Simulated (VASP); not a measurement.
# SrO (Immm) in VASP: a series of runs, part 2 of 2

VASP 6.6.1.

## 3. Single point, PBE (strain +0.0075 x Voigt [0, 0, 0, 0, 0, 1])

The input, INCAR:

```
ALGO = Normal ; EDIFF = 1E-7
ENCUT = 520 ; GGA = PE
ISIF = 2 ; ISMEAR = 0
LASPH = T ; LCHARG = F
LREAL = F ; LWAVE = F
NBANDS = 15 ; NELM = 100
PREC = Accurate ; SIGMA = 0.05
```

The input, KPOINTS:

```
k-points
0
Gamma
  8 8 8
```

The input, POSCAR:

```
SrO
1.0
    0.0096367500      2.5698000000      2.5698000000
    2.5698000000      0.0096367500      2.5698000000
    2.5794367500      2.5794367500      0.0000000000
Sr O
1 1
Direct
    0.0000000000      0.0000000000      0.0000000000
    0.5000000000      0.5000000000      0.5000000000
```

Potentials or basis: VASP PAW PBE potentials, release 64 (Sr_sv, O).

Run with:

```bash
$ cat potpaw_PBE.64/Sr_sv/POTCAR potpaw_PBE.64/O/POTCAR > POTCAR
$ mpirun -np 1 vasp_std > vasp.out
```

Wall time 70 s (1 thread of Intel Xeon 8259CL, shared host); peak memory 0.19 GiB.

It converged, with:

| Item | Value |
| --- | --- |
| Free energy | -12.0400 eV |
| Pressure | 3.5 GPa |
| Band gap on the k mesh | 3.26 eV, indirect (least direct gap 3.34 eV) |

Stress tensor (GPa, compression positive):
```
 3.51 -0.41  0.00
-0.41  3.51  0.00
 0.00  0.00  3.51
```

Levels at points of the mesh, in eV from the valence-band top:
| k point | band 5 | band 6 | band 7 | band 8 | band 9 | band 10 | band 11 | band 12 |
| --- | --- | --- | --- | --- | --- | --- | --- | --- |
| (0.00, 0.00, 0.00) | -14.03 | -0.02 | -0.01 | 0.00 | 3.98 | 6.16 | 6.21 | 6.25 |
| (0.50, 0.00, 0.00) | -12.85 | -2.18 | -1.17 | -1.15 | 6.56 | 8.47 | 8.83 | 8.90 |
| (0.50, 0.50, 0.00) | -14.39 | -0.44 | -0.10 | -0.09 | 3.26 | 7.81 | 10.18 | 10.39 |
| (0.00, 0.00, 0.50) | -12.83 | -2.18 | -1.15 | -1.12 | 6.54 | 8.45 | 8.79 | 8.87 |
| (0.50, 0.00, 0.50) | -14.40 | -0.44 | -0.10 | -0.10 | 3.26 | 7.81 | 10.17 | 10.39 |

Caveat: the cell differs from its parent crystal (strain +0.0075 x Voigt [0, 0, 0, 0, 0, 1]). A k mesh can miss the band edges.

## 4. Single point, PBE (strain +0.0025 x Voigt [0, 0, 0, 0, 0, 1])

The input, INCAR:

```
SYSTEM = SrO
PREC = Accurate ; ENCUT = 520
EDIFF = 1E-6 ; ISMEAR = 0
SIGMA = 0.05 ; LREAL = .FALSE.
LASPH = .TRUE. ; NELM = 60
ALGO = Normal ; ISIF = 2
LWAVE = .FALSE. ; LCHARG = .FALSE.
GGA = PE ; NBANDS = 15
```

The input, KPOINTS:

```
regular mesh
0
G
  8 8 8
  0 0 0
```

The input, POSCAR:

```
SrO
1.0
    0.0032122500      2.5698000000      2.5698000000
    2.5698000000      0.0032122500      2.5698000000
    2.5730122500      2.5730122500      0.0000000000
Sr O
1 1
Direct
    0.0000000000      0.0000000000      0.0000000000
    0.5000000000      0.5000000000      0.5000000000
```

Potentials or basis: VASP PAW PBE potentials, release 64 (Sr_sv, O).

Run with:

```bash
$ cat potpaw_PBE.64/Sr_sv/POTCAR potpaw_PBE.64/O/POTCAR > POTCAR
$ mpirun -np 1 vasp_std > vasp.out
```

OUTCAR:

```text
SYSTEM = SrO
   PREC = Accurate
   ENCUT = 520
   EDIFF = 1E-6
   ISMEAR = 0
   LREAL = .FALSE.
   LASPH = .TRUE.
   NELM = 60
   ISIF = 2
   GGA = PE

 ion  position               nearest neighbor table
   1  0.000  0.000  0.000-   2 2.57   2 2.57   2 2.57   2 2.57   2 2.57   2 2.57
   2  0.500  0.500  0.500-   1 2.57   1 2.57   1 2.57   1 2.57   1 2.57   1 2.57

  LATTYP: Found a body centered orthorhombic cell.
 ALAT       =     3.6297032051
 B/A-ratio  =     1.0025031289
 C/A-ratio  =     1.4159835418

  Lattice vectors:

 A1 = (   2.5698000000,   0.0032122500,  -2.5698000000)
 A2 = (  -2.5698000000,  -0.0032122500,  -2.5698000000)
 A3 = (   0.0032122500,   2.5698000000,   2.5698000000)

Analysis of symmetry for initial positions (statically):
=====================================================================
 Subroutine PRICEL returns:
 Original cell was already a primitive cell.

 Routine SETGRP: Setting up the symmetry group for a
 body centered orthorhombic supercell.

 Subroutine GETGRP returns: Found  8 space group operations
 (whereof  8 operations were pure point group operations)
 out of a pool of  8 trial point group operations.

The static configuration has the point symmetry D_2h.
[... 169 lines left out ...]
  band No.  band energies     occupation
      1     -30.7141      2.00000
      2     -13.4225      2.00000
      3     -12.3512      2.00000
      4     -12.3505      2.00000
      5     -12.3499      2.00000
      6       1.6673      2.00000
      7       1.6699      2.00000
      8       1.6726      2.00000
      9       5.6630      0.00000
     10       7.8683      0.00000
     11       7.8837      0.00000
     12       7.8993      0.00000
     13      10.0541      0.00000
     14      10.0541      0.00000
[... 401 lines left out ...]
      2     -14.2007      2.00000
      3     -12.4564      2.00000
      4     -12.4351      2.00000
      5     -11.7014      2.00000
      6       0.4104      2.00000
      7       1.2825      2.00000
      8       1.3821      2.00000
      9       6.9249      0.00000
     10       7.4469      0.00000
     11       9.2378      0.00000
     12       9.3724      0.00000
     13      10.8697      0.00000
     14      11.7193      0.00000
     15      17.3939      0.00000

 [... further k-points ...]
[... 5 lines left out ...]
  --------------------------------------------------------------------------------------
  -------------------------------------------------------------------------------------
  Total        0.7439303      0.7439303      0.7439035     -0.0286583      0.0000000      0.0000000
  in kB       35.1168512     35.1168512     35.1155836     -1.3528010      0.0000000      0.0000000
  external PRESSURE =      35.1164287 kB  Pullay stress =       0.0000000 kB

 VOLUME and BASIS-vectors are now :
 -----------------------------------------------------------------------------
  energy-cutoff  :      520.00
  volume of cell :       33.94
      direct lattice vectors                 reciprocal lattice vectors
     0.003212250  2.569800000  2.569800000    -0.194811185  0.194811185  0.194567671
     2.569800000  0.003212250  2.569800000     0.194811185 -0.194811185  0.194567671
     2.573012250  2.573012250  0.000000000     0.194324765  0.194324765 -0.194567671

 POSITION                                       TOTAL-FORCE (eV/Angst)
 -----------------------------------------------------------------------------------
      0.00000      0.00000      0.00000        -0.000000      0.000000      0.000000
      2.57301      2.57301      2.56980         0.000000     -0.000000      0.000000
 -----------------------------------------------------------------------------------
    total drift:                                0.000000      0.000000      0.000000

  FREE ENERGIE OF THE ION-ELECTRON SYSTEM (eV)
  ---------------------------------------------------
  free  energy   TOTEN  =       -12.0402741508 eV

  energy  without entropy=      -12.0402741508  energy(sigma->0) =      -12.04027415
```

It took 69 s on 1 thread of Intel Xeon 8259CL, shared host; peak memory 0.19 GiB.

Results:

```yaml
Free_energy: -12.0403 eV
Pressure: 3.5 GPa
Band_gap_on_the_k_mesh: 3.26 eV, indirect (least direct gap 3.35 eV)
```

Stress tensor (GPa, compression positive):
```
 3.51 -0.14  0.00
-0.14  3.51  0.00
 0.00  0.00  3.51
```

Levels at points of the mesh, in eV from the valence-band top:
```tsv
k point	band 4	band 5	band 6	band 7	band 8	band 9	band 10	band 11	band 12	band 13
(0.00, 0.00, 0.00)	-14.02	-14.02	-0.01	0.00	0.00	3.99	6.20	6.21	6.23	8.38
(0.50, 0.00, 0.00)	-14.11	-12.84	-2.18	-1.15	-1.14	6.56	8.47	8.85	8.87	11.93
(0.50, 0.50, 0.00)	-14.39	-14.39	-0.43	-0.09	-0.09	3.26	7.81	10.18	10.39	11.10
(0.00, 0.00, 0.50)	-14.10	-12.83	-2.18	-1.14	-1.13	6.55	8.46	8.83	8.86	11.92
(0.50, 0.00, 0.50)	-14.39	-14.39	-0.43	-0.09	-0.09	3.26	7.81	10.18	10.39	11.10
```

Caveat: the cell differs from its parent crystal (strain +0.0025 x Voigt [0, 0, 0, 0, 0, 1]). A k mesh can miss the band edges.

## 5. The runs side by side

```csv
cell,gap on the mesh (eV),pressure (GPa)
"a = 3.634, b = 3.634, c = 3.657 Å, angles 59.8, 59.8, 59.6°, 2 atoms",3.25,3.5
"a = 3.634, b = 3.634, c = 3.648 Å, angles 59.9, 59.9, 59.8°, 2 atoms",3.26,3.5
"a = 3.634, b = 3.634, c = 3.639 Å, angles 60.0°, 2 atoms",3.26,3.5
```

Alike in all rows: task single point; level PBE; potentials or basis VASP PAW PBE potentials, release 64 (Sr_sv, O); no spin polarisation; k mesh 8 × 8 × 8; cutoff (eV) 520; smearing gaussian 0.05 eV.

Total energies depend on the potentials used, so only differences within one code and one set of settings carry meaning.
